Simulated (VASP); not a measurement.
# MgB3 (P6/mmm) in VASP: single point with PBE

Aim: the single point of MgB3 with PBE.

Everything below comes from runs of VASP 6.6.1. Logs are shortened: lines on timing, memory, paths and dates and some standing lists are left out, and cuts for length are marked.

## (1) The cell of the first run

It takes space group P6/mmm (No. 191, hexagonal). Conventional cell: a = 3.679 Å, b = 3.679 Å, c = 4.710 Å, α = 90.00°, β = 90.00°, γ = 120.00°. Mg (site symmetry 6/mmm) has 8 B at 2.12 to 2.35 Å within 2.8 Å. Within 3.2 Å of B (site symmetry 6/mmm) lie 2 Mg at 2.35 Å and 12 B at 3.17 Å. B (site symmetry -6m2) has 3 B at 2.12 Å and 3 Mg at 2.12 Å within 2.8 Å.

## (2) Single point, PBE

Contents of INCAR:

```
SYSTEM = MgB3
PREC = Accurate ; ENCUT = 840
EDIFF = 1E-6 ; ISMEAR = 0
SIGMA = 0.1 ; LREAL = .FALSE.
LASPH = .TRUE. ; NELM = 120
ALGO = Normal ; ISIF = 2
LWAVE = .FALSE. ; LCHARG = .FALSE.
GGA = PE ; NBANDS = 18
GGA_COMPAT = .FALSE.
```

Contents of KPOINTS:

```
regular mesh
0
G
  6 6 6
  0 0 0
```

Contents of POSCAR:

```
MgB3
1.0
    3.6786428926      0.0000000000      0.0000000000
   -1.8393214463      3.1857981964      0.0000000000
    0.0000000000      0.0000000000      4.7099880629
Mg B
1 3
Direct
    0.0000000000      0.0000000000      0.0000000000
    0.0000000000      0.0000000000      0.5000000000
    0.3333333333      0.6666666667      0.0000000000
    0.6666666667      0.3333333333      0.0000000000
```

Potentials or basis: VASP PAW PBE potentials, release 64 (Mg_sv, B).

The run is started by

```
> cat potpaw_PBE.64/Mg_sv/POTCAR potpaw_PBE.64/B/POTCAR > POTCAR
> mpirun -np 1 vasp_std > vasp.out
```

OUTCAR:

```text
SYSTEM = MgB3
   PREC = Accurate
   ENCUT = 840
   EDIFF = 1E-6
   ISMEAR = 0
   LREAL = .FALSE.
   LASPH = .TRUE.
   NELM = 120
   ISIF = 2
   GGA = PE

 ion  position               nearest neighbor table
   1  0.000  0.000  0.000-   3 2.12   4 2.12   3 2.12   4 2.12   4 2.12   3 2.12
   2  0.000  0.000  0.500-
   3  0.333  0.667  0.000-   4 2.12   1 2.12   4 2.12   1 2.12   1 2.12   4 2.12
   4  0.667  0.333  0.000-   3 2.12   1 2.12   3 2.12   1 2.12   1 2.12   3 2.12

  LATTYP: Found a hexagonal cell.
 ALAT       =     3.6786428926
 C/A-ratio  =     1.2803602308

  Lattice vectors:

 A1 = (   3.6786428926,   0.0000000000,   0.0000000000)
 A2 = (  -1.8393214463,   3.1857981964,   0.0000000000)
 A3 = (   0.0000000000,   0.0000000000,   4.7099880629)

Analysis of symmetry for initial positions (statically):
=====================================================================
 Subroutine PRICEL returns:
 Original cell was already a primitive cell.

 Routine SETGRP: Setting up the symmetry group for a
 hexagonal supercell.

 Subroutine GETGRP returns: Found 24 space group operations
 (whereof 24 operations were pure point group operations)
 out of a pool of 24 trial point group operations.

The static configuration has the point symmetry D_6h.

Analysis of symmetry for dynamics (positions and initial velocities):
=====================================================================
 Subroutine PRICEL returns:
 Original cell was already a primitive cell.

 Routine SETGRP: Setting up the symmetry group for a
 hexagonal supercell.

 Subroutine GETGRP returns: Found 24 space group operations
 (whereof 24 operations were pure point group operations)
 out of a pool of 24 trial point group operations.

The dynamic configuration has the point symmetry D_6h.

 Subroutine INISYM returns: Found 24 space group operations
 (whereof 24 operations are pure point group operations),
 and found     1 'primitive' translations

----------------------------------------------------------------------------------------

                                     Primitive cell

  volume of cell :      55.1983

  direct lattice vectors                    reciprocal lattice vectors
     3.678642893  0.000000000  0.000000000     0.271839379  0.156946539  0.000000000
    -1.839321446  3.185798196  0.000000000     0.000000000  0.313893077  0.000000000
     0.000000000  0.000000000  4.709988063     0.000000000  0.000000000  0.212314763

  length of vectors
     3.678642893  3.678642893  4.709988063     0.313893077  0.313893077  0.212314763

  position of ions in fractional coordinates (direct lattice)
     0.000000000  0.000000000  0.000000000
     0.000000000  0.000000000  0.500000000
     0.333333333  0.666666667  0.000000000
     0.666666667  0.333333333  0.000000000

  ion indices of the primitive-cell ions
   primitive index   ion index
                 1           1
                 2           2
                 3           3
                 4           4

----------------------------------------------------------------------------------------

 KPOINTS: regular mesh

Automatic generation of k-mesh.
 Grid dimensions read from file:
 generate k-points for:    6    6    6

 Generating k-lattice:

  Cartesian coordinates                     Fractional coordinates (reciprocal lattice)
     0.045306563  0.026157756  0.000000000     0.166666667  0.000000000  0.000000000
     0.000000000  0.052315513  0.000000000     0.000000000  0.166666667  0.000000000
     0.000000000  0.000000000  0.035385794     0.000000000  0.000000000  0.166666667

  Length of vectors
     0.052315513  0.052315513  0.035385794

  Shift w.r.t. Gamma in fractional coordinates (k-lattice)
     0.000000000  0.000000000  0.000000000

 Subroutine IBZKPT returns following result:
 ===========================================

 Found     28 irreducible k-points:

 Following reciprocal coordinates:
            Coordinates               Weight
  0.000000  0.000000  0.000000      1.000000
  0.166667  0.000000  0.000000      6.000000
  0.333333  0.000000  0.000000      6.000000
  0.500000 -0.000000  0.000000      3.000000
  0.166667  0.166667  0.000000      6.000000
  0.333333  0.166667  0.000000     12.000000
[... 16 lines left out ...]
  0.166667  0.000000  0.500000      6.000000
  0.333333  0.000000  0.500000      6.000000
 [... further k-points ...]
   k-points           NKPTS =     28   k-points in BZ     NKDIM =     28   number of bands    NBANDS=     18
   number of dos      NEDOS =    301   number of ions     NIONS =      4
   total plane-waves  NPLWV =  62208
   dimension x,y,z NGX =    36 NGY =   36 NGZ =   48
   dimension x,y,z NGXF=    72 NGYF=   72 NGZF=   96
   ions per type =               1   3
   NGX,Y,Z   is equivalent  to a cutoff of  16.27, 16.27, 16.94 a.u.
   NGXF,Y,Z  is equivalent  to a cutoff of  32.54, 32.54, 33.88 a.u.
 SYSTEM =  MgB3
   PREC   = accura    normal or accurate (medium, high low for compatibility)
   ISTART =      0    job   : 0-new  1-cont  2-samecut
   ICHARG =      2    charge: 1-file 2-atom 10-const
   ISPIN  =      1    spin polarized calculation?
   LNONCOLLINEAR =      F non collinear calculations
   LSORBIT =      F    spin-orbit coupling
   LASPH  =      T    aspherical Exc in radial PAW
   ENCUT  =  840.0 eV  61.74 Ry    7.86 a.u.   8.69  8.69 11.13*2*pi/ulx,y,z
   NELM   =    120;   NELMIN=  2; NELMDL= -5     # of ELM steps
   EDIFF  = 0.1E-05   stopping-criterion for ELM
   LREAL  =      F    real-space projection
   EDIFFG = 0.1E-04   stopping-criterion for IOM
   NSW    =      0    number of steps for IOM
   IBRION =     -1    ionic relax: 0-MD 1-quasi-New 2-CG
   NFREE  =      0    steps in history (QN), initial steepest desc. (CG)
   ISIF   =      2    stress and relaxation
   ISYM   =      2    0-nonsym 1-usesym 2-fastsym
   POTIM  = 0.5000    time-step for ionic-motion
   TEBEG  =    0.0;   TEEND  =   0.0 temperature during run
   PSTRESS=    0.0 pullay stress
   NELECT =      19.0000    total number of electrons
   NUPDOWN=      -1.0000    fix difference up-down
   EMIN   =  10.00;   EMAX   =-10.00  energy-range for DOS
   EFERMI =   0.00;   METHOD = LEGACY
   ISMEAR =     0;   SIGMA  =   0.10  broadening in eV -4-tet -1-fermi 0-gaus
   EFERMI_NEDOS =   21; number of points for ismear=-14 and -15
   IALGO  =     38    algorithm
   IMIX   =      4    mixing-type and parameters
     AMIX     =   0.40;   BMIX     =  1.00
     AMIX_MAG =   1.60;   BMIX_MAG =  1.00
  volume/ion in A,a.u.               =      13.80        93.12
  Fermi-wavevector in a.u.,A,eV,Ry     =   1.147319  2.168118 17.909901  1.316341
  Thomas-Fermi vector in A             =   2.283999
   LORBIT       =      0    0 simple, 1 ext, 2 COOP (PROOUT), +10 PAW based schemes
   GGA     = PE    functional components
   LHFCALC =     F    Hartree Fock is set to
   AEXX    =    0.0000 exact exchange contribution
   IVDW    =     0    specifies the selected vdW correction
   LEPSILON=     F    determine dielectric tensor
   LRPA    =     F    only Hartree local field effects (RPA)
 non-spin polarized calculation
 Gauss-broadening in eV      SIGMA  =   0.10
  energy-cutoff  :      840.00
  volume of cell :       55.20
 maximum number of plane-waves:      3072
 NGX is ok and might be reduce to    36
   NGX = 17   NGY = 17   NGZ = 23

 number of electron      19.0000001 magnetization

 Free energy of the ion-electron system (eV)
  ---------------------------------------------------
  ext. energy  EPLUGINS =         0.00000000
  ---------------------------------------------------
  free energy    TOTEN  =       -13.39060095 eV

  energy without entropy =      -13.38054444  energy(sigma->0) =      -13.38557269

 E-fermi :   2.5559     XC(G=0):  -9.4723

 val. band max:        2.5056734797   @ k =   0.3333   0.1667   0.3333
 cond. band min:       2.5775278856   @ k =   0.3333   0.0000   0.1667
 fundamental gap:      0.0718544059
 Fermi energy:         2.5559167607

 k-point     1 :       0.0000    0.0000    0.0000
  band No.  band energies     occupation
      1     -72.2820      2.00000
      2     -39.0834      2.00000
      3     -39.0834      2.00000
      4     -38.9839      2.00000
      5      -8.7806      2.00000
      6      -2.5869      2.00000
[... 10 lines left out ...]
     17      10.2105      0.00000
     18      14.3384      0.00000

 k-point     2 :       0.1667    0.0000    0.0000
  band No.  band energies     occupation
      1     -72.2819      2.00000
      2     -39.0856      2.00000
      3     -39.0841      2.00000
      4     -38.9836      2.00000
      5      -8.4414      2.00000
      6      -2.4835      2.00000
[... 10 lines left out ...]
     17      11.2431      0.00000
     18      13.1033      0.00000

 k-point     3 :       0.3333    0.0000    0.0000
  band No.  band energies     occupation
      1     -72.2818      2.00000
      2     -39.0901      2.00000
      3     -39.0856      2.00000
      4     -38.9832      2.00000
      5      -7.4466      2.00000
      6      -3.7364      2.00000
[... 10 lines left out ...]
     17      11.9633      0.00000
     18      12.3093      0.00000

 k-point     4 :       0.5000   -0.0000    0.0000
  band No.  band energies     occupation
      1     -72.2817      2.00000
      2     -39.0923      2.00000
      3     -39.0864      2.00000
      4     -38.9830      2.00000
      5      -6.0959      2.00000
      6      -5.5436      2.00000
[... 375 lines left out ...]
      4     -38.9838      2.00000
      5      -8.4451      2.00000
      6      -4.7626      2.00000
[... 10 lines left out ...]
     17      11.7883      0.00000
     18      13.5428      0.00000

 k-point    23 :       0.1667    0.0000    0.5000
  band No.  band energies     occupation
      1     -72.2820      2.00000
      2     -39.0856      2.00000
      3     -39.0841      2.00000
      4     -38.9837      2.00000
      5      -8.1114      2.00000
      6      -4.4542      2.00000
[... 10 lines left out ...]
     17      12.4683      0.00000
     18      14.0569      0.00000

 k-point    24 :       0.3333    0.0000    0.5000
  band No.  band energies     occupation
      1     -72.2818      2.00000
      2     -39.0900      2.00000
      3     -39.0856      2.00000
      4     -38.9832      2.00000
      5      -7.1384      2.00000
      6      -3.6050      2.00000
[... 10 lines left out ...]
     17      12.8031      0.00000
     18      14.3020      0.00000

 [... further k-points ...]

------------------------ aborting loop because EDIFF is reached ----------------------------------------

  FORCE on cell =-STRESS in cart. coord.  units (eV):
  Direction    XX          YY          ZZ          XY          YZ          ZX
  --------------------------------------------------------------------------------------
  -------------------------------------------------------------------------------------
  Total        0.0084214      0.0084214     -0.0207686      0.0000000     -0.0000000      0.0000000
  in kB        0.2444381      0.2444381     -0.6028250      0.0000000     -0.0000000      0.0000000
  external PRESSURE =      -0.0379830 kB  Pullay stress =       0.0000000 kB

 VOLUME and BASIS-vectors are now :
 -----------------------------------------------------------------------------
  energy-cutoff  :      840.00
  volume of cell :       55.20
      direct lattice vectors                 reciprocal lattice vectors
     3.678642893  0.000000000  0.000000000     0.271839379  0.156946539  0.000000000
    -1.839321446  3.185798196  0.000000000     0.000000000  0.313893077  0.000000000
     0.000000000  0.000000000  4.709988063     0.000000000  0.000000000  0.212314763

 POSITION                                       TOTAL-FORCE (eV/Angst)
 -----------------------------------------------------------------------------------
      0.00000      0.00000      0.00000        -0.000000      0.000000      0.000000
      0.00000      0.00000      2.35499        -0.000000      0.000000      0.000000
     -0.00000      2.12387      0.00000        -0.000000      0.000000      0.000000
      1.83932      1.06193      0.00000         0.000000     -0.000000      0.000000
 -----------------------------------------------------------------------------------
    total drift:                               -0.000000     -0.000000      0.000000

  FREE ENERGIE OF THE ION-ELECTRON SYSTEM (eV)
  ---------------------------------------------------
  free  energy   TOTEN  =       -13.3906009482 eV

  energy  without entropy=      -13.3805444360  energy(sigma->0) =      -13.38557269
```

Wall time 37 s (1 thread of AMD EPYC 7R43 (Zen 3), shared host); peak memory 0.21 GiB.

What came out:

```yaml
Free_energy: -13.3906 eV
Pressure: 0.0 GPa
Band_gap_on_the_k_mesh: zero (an odd number of electrons rules out a gap without spin polarisation)
```

Stress tensor (GPa, compression positive):
```
 0.02  0.00  0.00
 0.00  0.02  0.00
 0.00  0.00 -0.06
```

Levels at points of the mesh, in eV from the Fermi level:
```tsv
k point	band 6	band 7	band 8	band 9	band 10	band 11	band 12	band 13
(0.00, 0.00, 0.00)	-5.14	-4.08	-2.25	-2.25	1.15	1.15	1.74	3.13
(0.50, 0.00, 0.00)	-8.10	-4.15	-3.72	-1.21	-0.84	0.07	1.32	2.32
(0.00, 0.00, 0.50)	-7.32	-2.22	-2.22	0.15	0.39	1.84	2.19	2.19
(0.50, 0.00, 0.50)	-7.63	-5.42	-3.57	-2.93	-0.51	1.52	1.90	2.78
```

Caveat: an odd number of electrons without spin polarisation forces a metal; a magnetic or distorted state may lie lower.

The gap in the log of VASP goes by the Fermi energy; the results here count the filled bands.